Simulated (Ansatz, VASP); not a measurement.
## SiBi in VASP and in Ansatz

```
CELL_PARAMETERS angstrom
1.99404 3.45377 0.00000
-1.99404 3.45377 0.00000
0.00000 0.00000 6.54480
ATOMIC_POSITIONS crystal
Si 0.66667 0.66666 0.00000
Si 0.33334 0.33333 0.50000
Bi 0.66667 0.66666 0.37500
Bi 0.33334 0.33333 0.87500
```

Alike in both runs: task single point; functional PBE; k mesh 10 × 10 × 5; no spin polarisation.

|  | VASP | Ansatz |
| --- | --- | --- |
| version | VASP 6.6.1 | Ansatz 0.2.0 |
| potentials or method | VASP PAW PBE potentials, release 64 (Si, Bi_d), cutoff 520 eV | PAW plane waves |
| occupations | fermi-dirac, width 0.1 eV | fermi-dirac |
| valence electrons in the cell | 38 | 38 |

```tsv
	VASP	Ansatz	Ansatz less VASP
rms of the force components (eV/Å)	0.118	0.118	+0.0005
```

Atom by atom the forces differ by 0.000 eV/Å (rms over components). Ansatz's warnings: structure snapped to symmetry.

Neither program's run includes spin-orbit coupling.
